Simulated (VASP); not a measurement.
A run of VASP 6.6.1 is set up as follows.

INCAR

```
ALGO     = Normal         # electronic algorithm
EDIFF    = 1E-6           # SCF threshold, eV
ENCUT    = 600            # plane-wave cutoff, eV
GGA      = CA             # functional
GGA_COMPAT= F            
ISIF     = 2              # what is computed and relaxed
ISMEAR   = 0              # smearing method
LASPH    = T              # aspherical terms in the spheres
LCHARG   = F              # write CHGCAR
LREAL    = F              # projectors in reciprocal space
LWAVE    = F              # write WAVECAR
NBANDS   = 16             # bands
NELM     = 120            # most SCF steps
PREC     = Accurate       # precision mode
SIGMA    = 0.05           # smearing width, eV
```

File KPOINTS:

```
k-points
0
Gamma
  10 10 10
```

The input POSCAR:

```
BAs
1.0
    0.0000000000      2.3885000000      2.2929600000
    2.3885000000      0.0000000000      2.2929600000
    2.3885000000      2.3885000000      0.0000000000
B As
1 1
Direct
    0.0000000000      0.0000000000      0.0000000000
    0.7500000000      0.7500000000      0.7500000000
```

Potentials or basis: VASP PAW LDA potentials, release 64 (B, As_d).

Command:

```bash
$ cat potpaw_LDA.64/B/POTCAR potpaw_LDA.64/As_d/POTCAR > POTCAR
$ mpirun -np 1 vasp_std > vasp.out
```

Problem. What does it give for the band gap on the k mesh?

Solution. 0.47 eV, indirect (least direct gap 2.88 eV).

Problem. Estimate the pressure.

Solution. 2.9 GPa.

Stress tensor (GPa, compression positive):
```
0.16 0.00 0.00
0.00 0.16 0.00
0.00 0.00 8.41
```

Caveat: the cell differs from its parent crystal (strain +0.000 along x and y, -0.040 along z). A k mesh can miss the band edges.
